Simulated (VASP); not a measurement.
# SiO2 (I-42d) in VASP: notebook, part 2 of 2

VASP 6.6.1. Earlier steps stand in the parts before.

## Step 3: Single point, PBE (equal xx and yy strain of +1 %)

Contents of INCAR:

```
SYSTEM = SiO2
PREC     = Accurate       ! precision mode
ENCUT    = 520            ! plane-wave cutoff, eV
EDIFF    = 1E-7           ! SCF threshold, eV
ISMEAR   = -1             ! smearing method
SIGMA    = 0.03           ! smearing width, eV
LREAL    = .FALSE.        ! projectors in reciprocal space
LASPH    = .TRUE.         ! aspherical terms in the spheres
NELM     = 60             ! most SCF steps
ALGO     = Normal         ! electronic algorithm
ISIF     = 2              ! what is computed and relaxed
LWAVE    = .FALSE.        ! write WAVECAR
LCHARG   = .TRUE.         ! write CHGCAR
GGA      = PE             ! functional
LELF     = .TRUE.         ! ELF
LVHAR    = .TRUE.       
NBANDS   = 25             ! bands
```

Contents of KPOINTS:

```
regular mesh
0
G
  7 7 7
  0 0 0
```

Contents of POSCAR:

```
SiO2
1.0
   -2.3977905000      2.3977905000      3.7440000000
    2.3977905000     -2.3977905000      3.7440000000
    2.3977905000      2.3977905000     -3.7440000000
Si O
2 4
Direct
    0.0000000000      0.0000000000      0.0000000000
    0.7500000000      0.2500000000      0.5000000000
    0.9983800000      0.6250000000      0.8733800000
    0.3750000000      0.2483800000      0.3733800000
    0.7516200000      0.1250000000      0.1266200000
    0.8750000000      0.0016200000      0.6266200000
```

Potentials or basis: VASP PAW PBE potentials, release 64 (Si, O).

Run with:

```sh
$ cat potpaw_PBE.64/Si/POTCAR potpaw_PBE.64/O/POTCAR > POTCAR
$ mpirun -np 1 vasp_std > vasp.out
```

OUTCAR:

```text
SYSTEM = SiO2
   PREC = Accurate
   ENCUT = 520
   EDIFF = 1E-7
   ISMEAR = -1
   LREAL = .FALSE.
   LASPH = .TRUE.
   NELM = 60
   ISIF = 2
   GGA = PE

 ion  position               nearest neighbor table
   1  0.000  0.000  0.000-   3 1.63   4 1.63   5 1.63   6 1.63   2 3.04   2 3.04   2 3.04   2 3.04

   2  0.750  0.250  0.500-   3 1.63   4 1.63   5 1.63   6 1.63   1 3.04   1 3.04   1 3.04   1 3.04

   3  0.998  0.625  0.873-   1 1.63   2 1.63
   4  0.375  0.248  0.373-   1 1.63   2 1.63
   5  0.752  0.125  0.127-   1 1.63   2 1.63
   6  0.875  0.002  0.627-   1 1.63   2 1.63

  LATTYP: Found a body centered tetragonal cell.
 ALAT       =     4.7955810000
 C/A-ratio  =     1.5614374984

  Lattice vectors:

 A1 = (  -2.3977905000,   2.3977905000,   3.7440000000)
 A2 = (   2.3977905000,  -2.3977905000,   3.7440000000)
 A3 = (   2.3977905000,   2.3977905000,  -3.7440000000)

Analysis of symmetry for initial positions (statically):
=====================================================================
[... 185 lines left out ...]
 cond. band min:       5.6560025244   @ k =   0.0000   0.0000   0.0000
 fundamental gap:      5.9183119342
 Fermi energy:         0.4672876221

 k-point     1 :       0.0000    0.0000    0.0000
  band No.  band energies     occupation
      1     -19.2564      2.00000
      2     -17.1897      2.00000
      3     -17.1897      2.00000
      4     -17.1820      2.00000
      5      -8.9907      2.00000
      6      -5.4718      2.00000
[... 661 lines left out ...]
     24      12.5249      0.00000
     25      12.8595      0.00000

 [... further k-points ...]

------------------------ aborting loop because EDIFF is reached ----------------------------------------

  FORCE on cell =-STRESS in cart. coord.  units (eV):
  Direction    XX          YY          ZZ          XY          YZ          ZX
  --------------------------------------------------------------------------------------
  -------------------------------------------------------------------------------------
  Total        0.4447909      0.4447909     -0.3068856      0.0000000      0.0000000      0.0000000
  in kB        8.2765268      8.2765268     -5.7104291      0.0000000      0.0000000      0.0000000
  external PRESSURE =       3.6142082 kB  Pullay stress =       0.0000000 kB

 VOLUME and BASIS-vectors are now :
 -----------------------------------------------------------------------------
  energy-cutoff  :      520.00
  volume of cell :       86.10
      direct lattice vectors                 reciprocal lattice vectors
    -2.397790500  2.397790500  3.744000000     0.000000000  0.208525307  0.133547009
     2.397790500 -2.397790500  3.744000000     0.208525307  0.000000000  0.133547009
     2.397790500  2.397790500 -3.744000000     0.208525307  0.208525307  0.000000000

 POSITION                                       TOTAL-FORCE (eV/Angst)
 -----------------------------------------------------------------------------------
      0.00000      0.00000      0.00000        -0.000000      0.000000      0.000000
      0.00000      2.39779      1.87200         0.000000      0.000000     -0.000000
      1.19890      2.98947      2.80800         0.000000     -0.130142      0.000000
      0.59168      1.19890      0.93600        -0.130142      0.000000      0.000000
     -1.19890      1.80611      2.80800        -0.000000      0.130142     -0.000000
     -0.59168      3.59669      0.93600         0.130142      0.000000     -0.000000
 -----------------------------------------------------------------------------------
    total drift:                                0.000002      0.000002      0.000002

  FREE ENERGIE OF THE ION-ELECTRON SYSTEM (eV)
  ---------------------------------------------------
  free  energy   TOTEN  =       -47.4199987338 eV

  energy  without entropy=      -47.4199987338  energy(sigma->0) =      -47.41999873
```

OSZICAR:

```text
N       E                     dE             d eps       ncg     rms          rms(c)
DAV:   1     0.171459456398E+03    0.17146E+03   -0.16197E+04  2000   0.114E+03
DAV:   2    -0.418347210974E+02   -0.21329E+03   -0.20405E+03  2672   0.273E+02
DAV:   3    -0.534784299286E+02   -0.11644E+02   -0.11591E+02  2698   0.651E+01
DAV:   4    -0.535899019192E+02   -0.11147E+00   -0.11143E+00  2344   0.728E+00
DAV:   5    -0.535912475307E+02   -0.13456E-02   -0.13452E-02  2662   0.789E-01    0.200E+01
DAV:   6    -0.473912891949E+02    0.62000E+01   -0.19637E+01  2379   0.281E+01    0.985E+00
DAV:   7    -0.474145224397E+02   -0.23233E-01   -0.64999E-01  2574   0.448E+00    0.351E+00
DAV:   8    -0.474120047917E+02    0.25176E-02   -0.31396E-02  2582   0.154E+00    0.135E+00
DAV:   9    -0.474188874467E+02   -0.68827E-02   -0.18718E-02  2454   0.105E+00    0.274E-01
DAV:  10    -0.474200161088E+02   -0.11287E-02   -0.18063E-03  2325   0.257E-01    0.784E-02
DAV:  11    -0.474199942706E+02    0.21838E-04   -0.42289E-04  2480   0.145E-01    0.152E-02
DAV:  12    -0.474199973342E+02   -0.30636E-05   -0.15228E-05  2471   0.260E-02    0.126E-02
DAV:  13    -0.474199985081E+02   -0.11739E-05   -0.41825E-06  2384   0.135E-02    0.313E-03
DAV:  14    -0.474199987233E+02   -0.21526E-06   -0.14742E-07  1976   0.282E-03    0.103E-03
DAV:  15    -0.474199987338E+02   -0.10431E-07   -0.18243E-08  1744   0.111E-03
   1 F= -.47419999E+02 E0= -.47419999E+02  d E =-.258796E-11
```

Wall time 55 s (1 thread of Intel Xeon Platinum 8488C (Sapphire Rapids), shared host); peak memory 0.26 GiB.

What came out:

```yaml
Free_energy: -47.4200 eV
Pressure: 0.4 GPa
Largest_force: 0.130 eV/Å
Band_gap_on_the_k_mesh: 5.92 eV
```

Forces in eV/Å, atoms in the order of the input:
```
Si   0.000  0.000  0.000
Si   0.000  0.000  0.000
O    0.000 -0.130  0.000
O   -0.130  0.000  0.000
O    0.000  0.130  0.000
O    0.130  0.000  0.000
```

Caveat: the cell differs from its parent crystal (equal xx and yy strain of +1 %); an odd mesh through Γ misses points on the zone boundary, where band edges can lie.

## Step 4: Single point, PBE (equal xx and yy strain of +3 %)

Contents of INCAR:

```
SYSTEM = SiO2
ALGO = Normal ; EDIFF = 1E-6
ENCUT = 520 ; GGA = PE
ISIF = 2 ; ISMEAR = -1
LASPH = .TRUE. ; LCHARG = .TRUE.
LELF = .TRUE. ; LREAL = .FALSE.
LVHAR = .TRUE. ; LWAVE = .FALSE.
NBANDS = 25 ; NELM = 60
PREC = Accurate ; SIGMA = 0.03
```

Contents of KPOINTS:

```
k-points
0
G
  7 7 7
  0 0 0
```

POSCAR, as its differences from that of step 3:

```diff
@@ -2,5 +2,5 @@
 1.0
-   -2.3977905000      2.3977905000      3.7440000000
-    2.3977905000     -2.3977905000      3.7440000000
-    2.3977905000      2.3977905000     -3.7440000000
+   -2.4452715000      2.4452715000      3.7440000000
+    2.4452715000     -2.4452715000      3.7440000000
+    2.4452715000      2.4452715000     -3.7440000000
 Si O
```

Run with:

```sh
$ cat potpaw_PBE.64/Si/POTCAR potpaw_PBE.64/O/POTCAR > POTCAR
$ mpirun -np 1 vasp_std > vasp.out
```

Run time: 53 s. Hardware: 1 thread of Intel Xeon Platinum 8488C (Sapphire Rapids), shared host; peak memory 0.25 GiB.

Results (log left out):

| Property | Result |
| --- | --- |
| Free energy | -47.3732 eV |
| Pressure | -5.5 GPa |
| Largest force | 0.606 eV/Å |
| Band gap on the k mesh | 5.66 eV |

Forces in eV/Å, atoms in the order of the input:
```
Si   0.000  0.000  0.000
Si   0.000  0.000  0.000
O    0.000 -0.606  0.000
O   -0.606  0.000  0.000
O    0.000  0.606  0.000
O    0.606  0.000  0.000
```

Stress tensor (GPa, compression positive):
```
-5.38  0.00  0.00
 0.00 -5.38  0.00
 0.00  0.00 -5.68
```

Levels at points of the mesh, in eV from the valence-band top:
```csv
k point,band 12,band 13,band 14,band 15,band 16,band 17,band 18,band 19,band 20,band 21
"(0.00, 0.00, 0.00)",-1.26,-1.19,-1.03,0.00,0.00,5.66,8.50,10.79,10.94,10.94
```

Caveat: the cell differs from its parent crystal (equal xx and yy strain of +3 %); the cell stands under tension; an odd mesh through Γ misses points on the zone boundary, where band edges can lie.

## Step 5: Summary

```csv
cell,gap on the mesh (eV),pressure (GPa),largest force (eV/Å)
"a = 4.984 Å, angles 124.3, 124.3, 82.6°, 6 atoms",6.27,11.3,0.71
"a = 5.051 Å, angles 123.3, 123.3, 84.3°, 6 atoms",5.92,0.4,0.13
"a = 5.097 Å, angles 122.7, 122.7, 85.5°, 6 atoms",5.66,-5.5,0.61
```

Alike in all rows: task single point; level PBE; potentials or basis VASP PAW PBE potentials, release 64 (Si, O); no spin polarisation; k mesh 7 × 7 × 7; cutoff (eV) 520; smearing fermi-dirac 0.03 eV.

Caveats: an odd mesh through Γ misses points on the zone boundary, where band edges can lie; the cell stands under pressure (at least some runs); the cell stands under tension (at least some runs).

Total energies depend on the potentials used, so only differences within one code and one set of settings carry meaning.
